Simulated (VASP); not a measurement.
# TiAl (P-6m2) in VASP: notebook, part 2 of 2

VASP 6.6.1. Earlier steps stand in the parts before.

## Step 3: Single point, PBE

This run uses another cell than the first one, of 17.79 Å³/atom.

INCAR

```
ALGO = Normal ; EDIFF = 1E-6
ENCUT = 520 ; GGA = PE
ISIF = 2 ; ISMEAR = 0
LASPH = T ; LCHARG = T
LELF = T ; LREAL = F
LVHAR = T ; LWAVE = F
NBANDS = 14 ; NELM = 80
PREC = Accurate ; SIGMA = 0.15
```

KPOINTS

```
k-points
0
Gamma
  18 18 10
```

POSCAR

```
TiAl
1.0
    2.8089000000      0.0000000000      0.0000000000
   -1.4044500000      2.4325787567      0.0000000000
    0.0000000000      0.0000000000      5.2062000000
Ti Al
1 1
Direct
    0.0000000000      0.0000000000      0.0000000000
    0.3333333333      0.6666666667      0.5000000000
```

Potentials or basis: VASP PAW PBE potentials, release 64 (Ti_sv, Al).

Run with:

```sh
cat potpaw_PBE.64/Ti_sv/POTCAR potpaw_PBE.64/Al/POTCAR > POTCAR
mpirun -np 1 vasp_std > vasp.out
```

OUTCAR:

```text
EDIFF = 1E-6
   ENCUT = 520
   GGA = PE
   ISIF = 2
   ISMEAR = 0
   LASPH = T
   LREAL = F
   NELM = 80
   PREC = Accurate

 ion  position               nearest neighbor table
   1  0.000  0.000  0.000-   2 3.07   2 3.07   2 3.07   2 3.07   2 3.07   2 3.07
   2  0.333  0.667  0.500-   1 3.07   1 3.07   1 3.07   1 3.07   1 3.07   1 3.07

  LATTYP: Found a hexagonal cell.
 ALAT       =     2.8089000000
 C/A-ratio  =     1.8534657695

  Lattice vectors:

 A1 = (   2.8089000000,   0.0000000000,   0.0000000000)
 A2 = (  -1.4044500000,   2.4325787567,   0.0000000000)
 A3 = (   0.0000000000,   0.0000000000,   5.2062000000)

Analysis of symmetry for initial positions (statically):
=====================================================================
 Subroutine PRICEL returns:
 Original cell was already a primitive cell.

 Routine SETGRP: Setting up the symmetry group for a
 hexagonal supercell.

 Subroutine GETGRP returns: Found 12 space group operations
 (whereof 12 operations were pure point group operations)
 out of a pool of 24 trial point group operations.

The static configuration has the point symmetry D_3h.

Analysis of symmetry for dynamics (positions and initial velocities):
=====================================================================
 Subroutine PRICEL returns:
 Original cell was already a primitive cell.

 Routine SETGRP: Setting up the symmetry group for a
 hexagonal supercell.

 Subroutine GETGRP returns: Found 12 space group operations
 (whereof 12 operations were pure point group operations)
 out of a pool of 24 trial point group operations.

The dynamic configuration has the point symmetry D_3h.

 Subroutine INISYM returns: Found 12 space group operations
 (whereof 12 operations are pure point group operations),
 and found     1 'primitive' translations

----------------------------------------------------------------------------------------
[... 121 lines left out ...]
   IVDW    =     0    specifies the selected vdW correction
   LEPSILON=     F    determine dielectric tensor
   LRPA    =     F    only Hartree local field effects (RPA)
 non-spin polarized calculation
 Gauss-broadening in eV      SIGMA  =   0.15
  energy-cutoff  :      520.00
  volume of cell :       35.57
 maximum number of plane-waves:       972
 NGX is ok and might be reduce to    24
   NGX = 11   NGY = 11   NGZ = 19

 number of electron      14.9999999 magnetization

 Free energy of the ion-electron system (eV)
  ---------------------------------------------------
  ext. energy  EPLUGINS =         0.00000000
  ---------------------------------------------------
  free energy    TOTEN  =       -11.85015697 eV

  energy without entropy =      -11.82815679  energy(sigma->0) =      -11.83915688

 E-fermi :   7.3647     XC(G=0): -10.6412

 val. band max:        7.3624820458   @ k =   0.2778   0.1667   0.2000
 cond. band min:       7.3749104262   @ k =   0.3889   0.1111   0.4000
 fundamental gap:      0.0124283804
 Fermi energy:         7.3646974222

 k-point     1 :       0.0000    0.0000    0.0000
  band No.  band energies     occupation
      1     -49.3684      2.00000
      2     -25.7035      2.00000
      3     -25.1825      2.00000
      4     -25.1825      2.00000
      5      -1.5971      2.00000
      6       4.4776      2.00000
      7       4.6676      2.00000
      8       8.5433      0.00000
      9       8.5433      0.00000
     10       9.5356      0.00000
     11      10.1688      0.00000
     12      10.1688      0.00000
     13      20.6025      0.00000
     14      20.9143      0.00000
[... 377 lines left out ...]
      1     -49.2494      2.00000
      2     -25.8224      2.00000
      3     -25.5944      2.00000
      4     -25.3852      2.00000
      5       3.3474      2.00000
      6       5.6811      2.00000
      7       5.9465      2.00000
      8       6.4685      2.00000
      9       8.9865      0.00000
     10      10.0026      0.00000
     11      10.6901      0.00000
     12      11.2887      0.00000
     13      12.5233      0.00000
     14      13.6023      0.00000

 [... further k-points ...]

------------------------ aborting loop because EDIFF is reached ----------------------------------------

  FORCE on cell =-STRESS in cart. coord.  units (eV):
  Direction    XX          YY          ZZ          XY          YZ          ZX
  --------------------------------------------------------------------------------------
  -------------------------------------------------------------------------------------
  Total        0.2903805      0.2903805     -4.1296982     -0.0000000      0.0000000      0.0000000
  in kB       13.0783794     13.0783794   -185.9965383     -0.0000000      0.0000000      0.0000000
  external PRESSURE =     -53.2799265 kB  Pullay stress =       0.0000000 kB

 VOLUME and BASIS-vectors are now :
 -----------------------------------------------------------------------------
  energy-cutoff  :      520.00
  volume of cell :       35.57
      direct lattice vectors                 reciprocal lattice vectors
     2.808900000  0.000000000  0.000000000     0.356011250  0.205543191  0.000000000
    -1.404450000  2.432578757  0.000000000     0.000000000  0.411086382  0.000000000
     0.000000000  0.000000000  5.206200000     0.000000000  0.000000000  0.192078675

 POSITION                                       TOTAL-FORCE (eV/Angst)
 -----------------------------------------------------------------------------------
      0.00000      0.00000      0.00000         0.000000      0.000000      0.000000
     -0.00000      1.62172      2.60310        -0.000000     -0.000000      0.000000
 -----------------------------------------------------------------------------------
    total drift:                                0.000000     -0.000000      0.000000

  FREE ENERGIE OF THE ION-ELECTRON SYSTEM (eV)
  ---------------------------------------------------
  free  energy   TOTEN  =       -11.8501569714 eV

  energy  without entropy=      -11.8281567933  energy(sigma->0) =      -11.83915688
```

OSZICAR:

```text
N       E                     dE             d eps       ncg     rms          rms(c)
DAV:   1     0.993357719467E+02    0.99336E+02   -0.71237E+03  6234   0.106E+03
DAV:   2    -0.717038370342E+01   -0.10651E+03   -0.10223E+03  6510   0.296E+02
DAV:   3    -0.130152510384E+02   -0.58449E+01   -0.57130E+01  9500   0.664E+01
DAV:   4    -0.131774934928E+02   -0.16224E+00   -0.16202E+00  7078   0.985E+00
DAV:   5    -0.131842237747E+02   -0.67303E-02   -0.67296E-02  9374   0.190E+00    0.848E+00
DAV:   6    -0.122660181465E+02    0.91821E+00   -0.50415E+00  7266   0.279E+01    0.408E+00
DAV:   7    -0.118814284450E+02    0.38459E+00   -0.79535E-01  6996   0.103E+01    0.196E+00
DAV:   8    -0.118526688113E+02    0.28760E-01   -0.17575E-01  6858   0.490E+00    0.795E-01
DAV:   9    -0.118514940956E+02    0.11747E-02   -0.33460E-02  7364   0.262E+00    0.297E-01
DAV:  10    -0.118501417761E+02    0.13523E-02   -0.51851E-03  7268   0.904E-01    0.545E-02
DAV:  11    -0.118501726758E+02   -0.30900E-04   -0.37167E-04  7610   0.167E-01    0.472E-02
DAV:  12    -0.118501614625E+02    0.11213E-04   -0.23575E-05  7944   0.441E-02    0.226E-02
DAV:  13    -0.118501572257E+02    0.42368E-05   -0.56751E-06  7310   0.281E-02    0.683E-03
DAV:  14    -0.118501569714E+02    0.25435E-06   -0.53672E-07  4144   0.678E-03
   1 F= -.11850157E+02 E0= -.11839157E+02  d E =-.220002E-01
```

stdout:

```text
POSCAR found type information on POSCAR TiAl
 POSCAR found :  2 types and       2 ions
 scaLAPACK will be used
 LDA part: xc-table for (Slater+PW92), standard interpolation
 POSCAR, INCAR and KPOINTS ok, starting setup
 FFT: planning ... GRIDC
 FFT: planning ... GRID_SOFT
 FFT: planning ... GRID
 WAVECAR not read
 entering main loop
```

Run time: 2.2 min. Hardware: 1 thread of Intel Xeon 8259CL, shared host; peak memory 0.25 GiB.

Results:

- Free energy: -11.8502 eV
- Pressure: -5.3 GPa
- Band gap on the k mesh: zero (an odd number of electrons rules out a gap without spin polarisation)

Stress tensor (GPa, compression positive):
```
  1.31   0.00   0.00
  0.00   1.31   0.00
  0.00   0.00 -18.60
```

Caveat: the stress differs along the axes, from -19 to 1 GPa.

## Step 4: Single point, PBE

This run uses another cell than the first one, of 17.76 Å³/atom.

INCAR

```
PREC = Accurate ; ENCUT = 520
EDIFF = 1E-7 ; ISMEAR = 0
SIGMA = 0.15 ; LREAL = F
LASPH = T ; NELM = 60
ALGO = Fast ; ISIF = 2
LWAVE = F ; LCHARG = F
GGA = PE ; NBANDS = 14
```

KPOINTS

```
Automatic mesh
0
Gamma
  18 18 10
```

POSCAR

```
TiAl
1.0
    2.8450000000      0.0000000000      0.0000000000
   -1.4225000000      2.4638422738      0.0000000000
    0.0000000000      0.0000000000      5.0668000000
Ti Al
1 1
Direct
    0.0000000000      0.0000000000      0.0000000000
    0.3333333333      0.6666666667      0.5000000000
```

Run with:

```sh
cat potpaw_PBE.64/Ti_sv/POTCAR potpaw_PBE.64/Al/POTCAR > POTCAR
mpirun -np 1 vasp_std > vasp.out
```

It took 6.9 min on 1 thread of Intel Xeon 8259CL, shared host; peak memory 0.25 GiB.

It converged, with:

* Free energy: -11.9525 eV
* Pressure: -5.8 GPa
* Band gap on the k mesh: zero (an odd number of electrons rules out a gap without spin polarisation)

Stress tensor (GPa, compression positive):
```
 -1.11   0.00   0.00
  0.00  -1.11   0.00
  0.00   0.00 -15.20
```

Levels at points of the mesh, in eV from the Fermi level:
```csv
k point,band 5,band 6,band 7,band 8,band 9,band 10
"(0.00, 0.00, 0.00)",-8.85,-2.67,-2.43,1.20,1.20,2.61
"(0.50, 0.00, 0.00)",-3.46,-2.66,-1.48,-1.12,2.12,3.42
"(0.00, 0.00, 0.50)",-8.22,-5.30,-0.87,1.21,1.21,2.71
"(0.50, 0.00, 0.50)",-3.38,-2.48,-1.81,0.55,0.83,2.02
```

Caveat: the stress differs along the axes, from -15 to -1 GPa.

## Step 5: Single point, PBE

This run uses another cell than the first one, of 17.81 Å³/atom.

INCAR

```
ALGO = Normal
EDIFF = 1E-6
ENCUT = 520
GGA = PE
ISIF = 2
ISMEAR = 0
LASPH = T
LCHARG = T
LELF = T
LREAL = F
LVHAR = T
LWAVE = F
NBANDS = 14
NELM = 100
PREC = Accurate
SIGMA = 0.15
```

KPOINTS

```
k-points
0
Gamma
  18 18 10
```

POSCAR

```
TiAl
1.0
    2.9170000000      0.0000000000      0.0000000000
   -1.4585000000      2.5261961028      0.0000000000
    0.0000000000      0.0000000000      4.8343000000
Ti Al
1 1
Direct
    0.0000000000      0.0000000000      0.0000000000
    0.3333333333      0.6666666667      0.5000000000
```

Run with:

```sh
cat potpaw_PBE.64/Ti_sv/POTCAR potpaw_PBE.64/Al/POTCAR > POTCAR
mpirun -np 1 vasp_std > vasp.out
```

It took 2 min on 1 thread of Intel Xeon 8259CL, shared host; peak memory 0.24 GiB.

Results (log left out):

| Quantity | Value |
| --- | --- |
| Free energy | -12.0443 eV |
| Pressure | -6.2 GPa |
| Band gap on the k mesh | zero (an odd number of electrons rules out a gap without spin polarisation) |

Stress tensor (GPa, compression positive):
```
-4.77  0.00  0.00
 0.00 -4.77  0.00
 0.00  0.00 -9.00
```

Levels at points of the mesh, in eV from the Fermi level:
```
           k point  band 3  band 4  band 5  band 6  band 7  band 8  band 9  band 10  band 11  band 12
(0.00, 0.00, 0.00)  -32.62  -32.62   -8.65   -2.30   -1.91    1.20    1.20     2.58     2.58     3.39
(0.50, 0.00, 0.00)  -32.91  -32.73   -3.52   -2.77   -1.39   -0.92    1.98     3.65     3.66     3.90
(0.00, 0.00, 0.50)  -32.62  -32.62   -7.86   -5.14   -0.47    1.21    1.21     2.53     2.53     6.27
(0.50, 0.00, 0.50)  -32.91  -32.73   -3.46   -2.37   -1.71    0.45    0.89     1.82     2.56     3.66
```

Caveat: the cell stands under tension.

## Step 6: Single point, PBE

This run uses another cell than the first one, of 17.87 Å³/atom.

INCAR

```
ALGO = Normal
EDIFF = 1E-6
ENCUT = 520
GGA = PE
ISIF = 2
ISMEAR = 0
LASPH = True
LCHARG = False
LREAL = False
LWAVE = False
NBANDS = 14
NELM = 100
PREC = Accurate
SIGMA = 0.15
```

KPOINTS is that of step 5.

POSCAR

```
TiAl
1.0
    3.0250000000      0.0000000000      0.0000000000
   -1.5125000000      2.6197268464      0.0000000000
    0.0000000000      0.0000000000      4.5090000000
Ti Al
1 1
Direct
    0.0000000000      0.0000000000      0.0000000000
    0.3333333333      0.6666666667      0.5000000000
```

Potentials or basis: VASP PAW PBE potentials, release 64 (Ti_sv, Al).

Run with:

```sh
cat potpaw_PBE.64/Ti_sv/POTCAR potpaw_PBE.64/Al/POTCAR > POTCAR
mpirun -np 1 vasp_std > vasp.out
```

It took 2.1 min on 1 thread of Intel Xeon 8259CL, shared host; peak memory 0.25 GiB.

It converged, with:

- Free energy: -12.0138 eV
- Pressure: -5.2 GPa
- Band gap on the k mesh: zero (an odd number of electrons rules out a gap without spin polarisation)

Stress tensor (GPa, compression positive):
```
-7.53  0.00  0.00
 0.00 -7.53  0.00
 0.00  0.00 -0.49
```

Levels at points of the mesh, in eV from the Fermi level:
| k point | band 6 | band 7 | band 8 | band 9 | band 10 | band 11 |
| --- | --- | --- | --- | --- | --- | --- |
| (0.00, 0.00, 0.00) | -1.86 | -1.09 | 1.10 | 1.10 | 2.27 | 2.27 |
| (0.50, 0.00, 0.00) | -2.97 | -1.29 | -0.76 | 1.71 | 3.30 | 3.80 |
| (0.00, 0.00, 0.50) | -4.94 | 0.05 | 1.13 | 1.13 | 2.14 | 2.14 |
| (0.50, 0.00, 0.50) | -2.22 | -1.68 | 0.29 | 1.02 | 1.40 | 3.26 |

Caveat: the stress differs along the axes, from -8 to -0 GPa.

## Step 7: Summary

| cell | gap on the mesh (eV) | pressure (GPa) |
| --- | --- | --- |
| a = 2.989, b = 2.989, c = 4.555 Å, angles 90.0, 90.0, 120.0°, 2 atoms | none | -4.4 |
| a = 2.809, b = 2.809, c = 5.206 Å, angles 90.0, 90.0, 120.0°, 2 atoms | none | -5.3 |
| a = 2.845, b = 2.845, c = 5.067 Å, angles 90.0, 90.0, 120.0°, 2 atoms | none | -5.8 |
| a = 2.917, b = 2.917, c = 4.834 Å, angles 90.0, 90.0, 120.0°, 2 atoms | none | -6.2 |
| a = 3.025, b = 3.025, c = 4.509 Å, angles 90.0, 90.0, 120.0°, 2 atoms | none | -5.2 |

Alike in all rows: task single point; level PBE; potentials or basis VASP PAW PBE potentials, release 64 (Ti_sv, Al); no spin polarisation; k mesh 18 × 18 × 10; cutoff (eV) 520; smearing gaussian 0.15 eV.

Caveats: the stress differs along the axes, from -6 to -1 GPa (at least some runs); the stress differs along the axes, from -19 to 1 GPa (at least some runs); the stress differs along the axes, from -15 to -1 GPa (at least some runs); the cell stands under tension (at least some runs); the stress differs along the axes, from -8 to -0 GPa (at least some runs).

Absolute energies hang on the potentials; compare differences alone.
